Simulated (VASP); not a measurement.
# Si16O (a cell with a defect) in VASP: single point with r2SCAN

Aim: the single point of Si16O (a cell with a defect) with r2SCAN.

Program: VASP 6.6.1. These are calculated values, not measurements. Logs are shortened: lines on timing, memory, paths and dates and some standing lists are left out, and cuts for length are marked.

### 1 The cell of the first run

The cell holds a defect, 17 atoms: a = 7.699 Å, b = 7.699 Å, c = 7.699 Å, α = 60.00°, β = 60.00°, γ = 60.00°.

### 2 Single point, r2SCAN

The input, POSCAR:

```
Si16O
1.0
    0.0000000000      5.4437023800     -5.4437023800
    5.4437023800      5.4437023800      0.0000000000
    5.4437023800      0.0000000000     -5.4437023800
Si O
16 1
Direct
    0.1449584207      0.1308384350      0.1285493679
    0.1157324475      0.6267980433      0.1236147668
    0.6231501583      0.0828485778      0.1232587591
    0.6124199611      0.5999128483      0.1125123964
    0.1327802201      0.1244932130      0.6327676937
    0.1221573947      0.6299061302      0.6222168781
    0.6285379437      0.1308481710      0.6451294092
    0.6235904837      0.6268022683      0.6158066268
    0.2394950916      0.7547063952      0.2476779416
    0.2618063774      0.2539631860      0.2572348564
    0.7414055211      0.7125069905      0.2414724223
    0.7772822988      0.2440758894      0.2774353546
    0.2491213526      0.7504378849      0.7491479540
    0.2547287495      0.2559933300      0.7547369810
    0.7476164595      0.7547202645      0.7395961827
    0.7572567735      0.2539754019      0.7619443920
   -0.2458110136      0.0557363314      0.2546061308
```

The input, INCAR.step1:

```
SYSTEM = Si16O
ALGO = Normal ; EDIFF = 1E-4
ENCUT = 520 ; GGA = PE
ISMEAR = 0 ; LASPH = .TRUE.
LCHARG = .FALSE. ; LREAL = Auto
LWAVE = .TRUE. ; NBANDS = 49
NELM = 60 ; PREC = Accurate
SIGMA = 0.02
```

The input, INCAR.step2:

```
SYSTEM = Si16O
ALGO = Normal ; EDIFF = 1E-6
ENCUT = 520 ; ISIF = 2
ISMEAR = 0 ; ISTART = 1
LASPH = .TRUE. ; LCHARG = .FALSE.
LMIXTAU = .TRUE. ; LREAL = Auto
LWAVE = .FALSE. ; METAGGA = R2SCAN
NBANDS = 49 ; NELM = 60
PREC = Accurate ; SIGMA = 0.02
```

The input, KPOINTS:

```
k-points
0
G
  2 2 2
  0 0 0
```

Potentials or basis: VASP PAW PBE potentials, release 64 (Si, O).

Run with:

```
> cat potpaw_PBE.64/Si/POTCAR potpaw_PBE.64/O/POTCAR > POTCAR
> cp INCAR.step1 INCAR
> mpirun -np 1 vasp_std > vasp.out
> cp INCAR.step2 INCAR
> mpirun -np 1 vasp_std > vasp.out
```

OUTCAR:

```text
SYSTEM = Si16O
   EDIFF = 1E-6
   ENCUT = 520
   ISIF = 2
   ISMEAR = 0
   ISTART = 1
   LASPH = .TRUE.
   LREAL = Auto
   METAGGA = R2SCAN
   NELM = 60
   PREC = Accurate

 ion  position               nearest neighbor table
   1  0.145  0.131  0.129-  10 2.32  12 2.32  14 2.35   9 2.38
   2  0.116  0.627  0.124-  10 2.35  13 2.35   9 2.36  11 2.38
   3  0.623  0.083  0.123-  17 1.64  16 2.32  10 2.32  11 2.33  12 2.95
   4  0.612  0.600  0.113-  12 2.32  11 2.33  15 2.36   9 2.36
   5  0.133  0.124  0.633-  13 2.35  14 2.36  16 2.36  10 2.36
   6  0.122  0.630  0.622-  14 2.35  13 2.35   9 2.36  15 2.36
   7  0.629  0.131  0.645-  16 2.32  12 2.32  14 2.35  15 2.38
   8  0.624  0.627  0.616-  16 2.35  13 2.35  15 2.36  11 2.38
   9  0.239  0.755  0.248-   6 2.36   4 2.36   2 2.36   1 2.38
  10  0.262  0.254  0.257-   3 2.32   1 2.32   2 2.35   5 2.36
  11  0.741  0.713  0.241-   3 2.33   4 2.33   2 2.38   8 2.38
  12  0.777  0.244  0.277-  17 1.65   1 2.32   7 2.32   4 2.32   3 2.95
  13  0.249  0.750  0.749-   6 2.35   5 2.35   2 2.35   8 2.35
  14  0.255  0.256  0.755-   1 2.35   7 2.35   6 2.35   5 2.36
  15  0.748  0.755  0.740-   6 2.36   4 2.36   8 2.36   7 2.38
  16  0.757  0.254  0.762-   3 2.32   7 2.32   8 2.35   5 2.36
  17  0.754  0.056  0.255-   3 1.64  12 1.65

  LATTYP: Found a face centered cubic cell.
 ALAT       =    10.8874047600

  Lattice vectors:

 A1 = (   0.0000000000,   5.4437023800,  -5.4437023800)
 A2 = (   5.4437023800,   5.4437023800,   0.0000000000)
 A3 = (   5.4437023800,   0.0000000000,  -5.4437023800)

Analysis of symmetry for initial positions (statically):
=====================================================================
 Subroutine PRICEL returns:
 Original cell was already a primitive cell.

 Routine SETGRP: Setting up the symmetry group for a
 face centered cubic supercell.

 Subroutine GETGRP returns: Found  1 space group operations
 (whereof  1 operations were pure point group operations)
 out of a pool of 48 trial point group operations.

The static configuration has the point symmetry C_1 .

Analysis of symmetry for dynamics (positions and initial velocities):
=====================================================================
 Subroutine PRICEL returns:
 Original cell was already a primitive cell.

 Routine SETGRP: Setting up the symmetry group for a
 face centered cubic supercell.

 Subroutine GETGRP returns: Found  1 space group operations
 (whereof  1 operations were pure point group operations)
 out of a pool of 48 trial point group operations.

The dynamic configuration has the point symmetry C_1 .

 Subroutine INISYM returns: Found  1 space group operations
 (whereof  1 operations are pure point group operations),
 and found     1 'primitive' translations

----------------------------------------------------------------------------------------

                                     Primitive cell

  volume of cell :     322.6362

  direct lattice vectors                    reciprocal lattice vectors
     0.000000000  5.443702380 -5.443702380    -0.091849254  0.091849254 -0.091849254
     5.443702380  5.443702380  0.000000000     0.091849254  0.091849254  0.091849254
     5.443702380  0.000000000 -5.443702380     0.091849254 -0.091849254 -0.091849254

  length of vectors
     7.698557735  7.698557735  7.698557735     0.159087574  0.159087574  0.159087574

  position of ions in fractional coordinates (direct lattice)
     0.144958421  0.130838435  0.128549368
     0.115732448  0.626798043  0.123614767
     0.623150158  0.082848578  0.123258759
     0.612419961  0.599912848  0.112512396
     0.132780220  0.124493213  0.632767694
     0.122157395  0.629906130  0.622216878
[... 9 lines left out ...]
     0.757256774  0.253975402  0.761944392
     0.754188986  0.055736331  0.254606131

  ion indices of the primitive-cell ions
   primitive index   ion index
                 1           1
                 2           2
                 3           3
                 4           4
                 5           5
                 6           6
[... 9 lines left out ...]
                16          16
                17          17

----------------------------------------------------------------------------------------

 KPOINTS: k-points

Automatic generation of k-mesh.
 Grid dimensions read from file:
 generate k-points for:    2    2    2

 Generating k-lattice:

  Cartesian coordinates                     Fractional coordinates (reciprocal lattice)
    -0.045924627  0.045924627 -0.045924627     0.500000000  0.000000000  0.000000000
     0.045924627  0.045924627  0.045924627     0.000000000  0.500000000  0.000000000
     0.045924627 -0.045924627 -0.045924627     0.000000000  0.000000000  0.500000000

  Length of vectors
     0.079543787  0.079543787  0.079543787

  Shift w.r.t. Gamma in fractional coordinates (k-lattice)
     0.000000000  0.000000000  0.000000000

 Subroutine IBZKPT returns following result:
 ===========================================

 Found      8 irreducible k-points:

 Following reciprocal coordinates:
            Coordinates               Weight
  0.000000  0.000000  0.000000      1.000000
  0.500000  0.000000  0.000000      1.000000
  0.000000  0.500000  0.000000      1.000000
  0.000000  0.000000  0.500000      1.000000
  0.500000  0.500000  0.500000      1.000000
  0.500000  0.500000  0.000000      1.000000
  0.000000  0.500000  0.500000      1.000000
  0.500000  0.000000  0.500000      1.000000
   k-points           NKPTS =      8   k-points in BZ     NKDIM =      8   number of bands    NBANDS=     49
   number of dos      NEDOS =    301   number of ions     NIONS =     17
   total plane-waves  NPLWV = 216000
   dimension x,y,z NGX =    60 NGY =   60 NGZ =   60
   dimension x,y,z NGXF=   120 NGYF=  120 NGZF=  120
   ions per type =              16   1
   NGX,Y,Z   is equivalent  to a cutoff of  12.96, 12.96, 12.96 a.u.
   NGXF,Y,Z  is equivalent  to a cutoff of  25.91, 25.91, 25.91 a.u.
 SYSTEM =  Si16O
   PREC   = accura    normal or accurate (medium, high low for compatibility)
   ISTART =      1    job   : 0-new  1-cont  2-samecut
   ICHARG =      0    charge: 1-file 2-atom 10-const
   ISPIN  =      1    spin polarized calculation?
   LNONCOLLINEAR =      F non collinear calculations
   LSORBIT =      F    spin-orbit coupling
   LASPH  =      T    aspherical Exc in radial PAW
   ENCUT  =  520.0 eV  38.22 Ry    6.18 a.u.  14.31 14.31 14.31*2*pi/ulx,y,z
   NELM   =     60;   NELMIN=  2; NELMDL=  0     # of ELM steps
   EDIFF  = 0.1E-05   stopping-criterion for ELM
   LREAL  =      T    real-space projection
   EDIFFG = 0.1E-04   stopping-criterion for IOM
   NSW    =      0    number of steps for IOM
   IBRION =     -1    ionic relax: 0-MD 1-quasi-New 2-CG
   NFREE  =      0    steps in history (QN), initial steepest desc. (CG)
   ISIF   =      2    stress and relaxation
   ISYM   =      2    0-nonsym 1-usesym 2-fastsym
   POTIM  = 0.5000    time-step for ionic-motion
   TEBEG  =    0.0;   TEEND  =   0.0 temperature during run
   PSTRESS=    0.0 pullay stress
   NELECT =      70.0000    total number of electrons
   NUPDOWN=      -1.0000    fix difference up-down
   EMIN   =  10.00;   EMAX   =-10.00  energy-range for DOS
   EFERMI =   0.00;   METHOD = LEGACY
   ISMEAR =     0;   SIGMA  =   0.02  broadening in eV -4-tet -1-fermi 0-gaus
   EFERMI_NEDOS =   21; number of points for ismear=-14 and -15
   IALGO  =     38    algorithm
   IMIX   =      4    mixing-type and parameters
     AMIX     =   0.40;   BMIX     =  1.00
     AMIX_MAG =   1.60;   BMIX_MAG =  1.00
  volume/ion in A,a.u.               =      18.98       128.07
  Fermi-wavevector in a.u.,A,eV,Ry     =   0.983716  1.858954 13.166324  0.967697
  Thomas-Fermi vector in A             =   2.114895
   LORBIT       =      0    0 simple, 1 ext, 2 COOP (PROOUT), +10 PAW based schemes
   METAGGA = R2SCAN    functional components
   LHFCALC =     F    Hartree Fock is set to
   AEXX    =    0.0000 exact exchange contribution
   IVDW    =     0    specifies the selected vdW correction
   LEPSILON=     F    determine dielectric tensor
   LRPA    =     F    only Hartree local field effects (RPA)
 non-spin polarized calculation
 Gauss-broadening in eV      SIGMA  =   0.02
  energy-cutoff  :      520.00
  volume of cell :      322.64
 maximum number of plane-waves:      8694
 NGX is ok and might be reduce to    60
   NGX = 29   NGY = 29   NGZ = 29

 number of electron      70.0000002 magnetization

 Free energy of the ion-electron system (eV)
  ---------------------------------------------------
  ext. energy  EPLUGINS =         0.00000000
  ---------------------------------------------------
  free energy    TOTEN  =      -147.65797062 eV

  energy without entropy =     -147.65797062  energy(sigma->0) =     -147.65797062

 E-fermi :   5.8236     XC(G=0):  -9.9390

 val. band max:        5.7101634727   @ k =   0.0000   0.0000   0.0000
 cond. band min:       6.4070206574   @ k =   0.0000   0.0000   0.0000
 fundamental gap:      0.6968571847
 Fermi energy:         5.8236378651

 k-point     1 :       0.0000    0.0000    0.0000
  band No.  band energies     occupation
      1     -15.9914      2.00000
      2      -6.4929      2.00000
      3      -5.0506      2.00000
      4      -4.2780      2.00000
      5      -4.2520      2.00000
      6      -3.8853      2.00000
[... 39 lines left out ...]
     46       8.7207      0.00000
     47       8.7233      0.00000

 k-point     2 :       0.5000    0.0000    0.0000
  band No.  band energies     occupation
      1     -15.9912      2.00000
      2      -5.8948      2.00000
      3      -5.5498      2.00000
      4      -4.9877      2.00000
      5      -3.9486      2.00000
      6      -3.8485      2.00000
[... 39 lines left out ...]
     46       9.9882      0.00000
     47      10.1406      0.00000

 k-point     3 :       0.0000    0.5000    0.0000
  band No.  band energies     occupation
      1     -15.9911      2.00000
      2      -5.9159      2.00000
      3      -5.5625      2.00000
      4      -4.9802      2.00000
      5      -3.9206      2.00000
      6      -3.8784      2.00000
[... 39 lines left out ...]
     46       9.9231      0.00000
     47      10.0355      0.00000

 k-point     4 :       0.0000    0.0000    0.5000
  band No.  band energies     occupation
      1     -15.9912      2.00000
      2      -5.8949      2.00000
      3      -5.5498      2.00000
      4      -4.9877      2.00000
      5      -3.9485      2.00000
      6      -3.8487      2.00000
[... 39 lines left out ...]
     46       9.9879      0.00000
     47      10.1401      0.00000

 k-point     5 :       0.5000    0.5000    0.5000
  band No.  band energies     occupation
      1     -15.9909      2.00000
      2      -6.1798      2.00000
      3      -5.5168      2.00000
      4      -4.3011      2.00000
      5      -3.9574      2.00000
      6      -3.9297      2.00000
[... 39 lines left out ...]
     46       9.5402      0.00000
     47       9.5773      0.00000

 k-point     6 :       0.5000    0.5000    0.0000
  band No.  band energies     occupation
      1     -15.9909      2.00000
      2      -5.8055      2.00000
      3      -5.3281      2.00000
      4      -4.9893      2.00000
      5      -4.5987      2.00000
      6      -4.5515      2.00000
[... 39 lines left out ...]
     46      10.4766      0.00000
     47      10.6187      0.00000

 k-point     7 :       0.0000    0.5000    0.5000
  band No.  band energies     occupation
      1     -15.9909      2.00000
      2      -5.8056      2.00000
      3      -5.3281      2.00000
      4      -4.9892      2.00000
      5      -4.5987      2.00000
      6      -4.5515      2.00000
[... 39 lines left out ...]
     46      10.4772      0.00000
     47      10.6186      0.00000

 k-point     8 :       0.5000    0.0000    0.5000
  band No.  band energies     occupation
      1     -15.9909      2.00000
      2      -5.7853      2.00000
      3      -5.3291      2.00000
      4      -5.0088      2.00000
      5      -4.5762      2.00000
      6      -4.5662      2.00000
[... 39 lines left out ...]
     46      10.2856      0.00000
     47      10.6415      0.00000
 [bands above 47 left out]

------------------------ aborting loop because EDIFF is reached ----------------------------------------

  FORCE on cell =-STRESS in cart. coord.  units (eV):
  Direction    XX          YY          ZZ          XY          YZ          ZX
  --------------------------------------------------------------------------------------
  -------------------------------------------------------------------------------------
  Total        5.4849001      5.4829577      4.8828293      2.4789376     -3.4910626     -3.4897380
  in kB       27.2374337     27.2277881     24.2476138     12.3101417    -17.3362476    -17.3296699
  external PRESSURE =      26.2376119 kB  Pullay stress =       0.0000000 kB

 VOLUME and BASIS-vectors are now :
 -----------------------------------------------------------------------------
  energy-cutoff  :      520.00
  volume of cell :      322.64
      direct lattice vectors                 reciprocal lattice vectors
     0.000000000  5.443702380 -5.443702380    -0.091849254  0.091849254 -0.091849254
     5.443702380  5.443702380  0.000000000     0.091849254  0.091849254  0.091849254
     5.443702380  0.000000000 -5.443702380     0.091849254 -0.091849254 -0.091849254

 POSITION                                       TOTAL-FORCE (eV/Angst)
 -----------------------------------------------------------------------------------
      1.41203      1.50136     -1.48889         0.004478     -0.002272      0.003670
      4.08502      4.04211     -1.30294        -0.000904     -0.002808     -0.003347
      1.12199      3.84325     -4.06323        -0.032075     -0.032253      0.050940
      3.87823      6.59958     -3.94632         0.005343      0.005185     -0.011669
      4.12230      1.40052     -4.16742         0.002340      0.002162      0.002068
      6.81619      4.09401     -4.05215         0.000586      0.000242     -0.001070
[... 9 lines left out ...]
      5.53036      5.50485     -8.27008        -0.003163     -0.008582      0.003142
      1.68941      4.40899     -5.49158        -0.010654     -0.010139     -0.017068
 -----------------------------------------------------------------------------------
    total drift:                                0.000258      0.003963     -0.000973

  FREE ENERGIE OF THE ION-ELECTRON SYSTEM (eV)
  ---------------------------------------------------
  free  energy   TOTEN  =      -147.6579706185 eV

  energy  without entropy=     -147.6579706185  energy(sigma->0) =     -147.65797062
```

Wall time 7.3 min (1 thread of Intel Xeon 6975P-C (Granite Rapids), shared host); peak memory 0.54 GiB.

Results:

| Property | Result |
| --- | --- |
| Free energy | -147.6580 eV |
| Pressure | 2.6 GPa |
| Largest force | 0.068 eV/Å |
| Band gap on the k mesh | 0.70 eV |

Forces on the atoms (eV/Å):
```
Si   0.004 -0.002  0.004
Si  -0.001 -0.003 -0.003
Si  -0.032 -0.032  0.051
Si   0.005  0.005 -0.012
Si   0.002  0.002  0.002
Si   0.001  0.000 -0.001
Si  -0.003  0.004  0.004
Si  -0.003 -0.001 -0.004
Si  -0.001 -0.001 -0.001
Si  -0.008 -0.003  0.003
Si   0.009  0.008  0.002
Si   0.042  0.043 -0.027
Si   0.000  0.000  0.000
Si  -0.001 -0.002 -0.004
Si  -0.001 -0.001 -0.001
Si  -0.003 -0.009  0.003
O   -0.011 -0.010 -0.017
```

Stress tensor (GPa, compression positive):
```
 2.72  1.23 -1.73
 1.23  2.72 -1.73
-1.73 -1.73  2.42
```

Caveat: the k points lie up to 0.50 Å⁻¹ apart; the PAW data sets were made with another functional, which shifts forces and pressure a little.
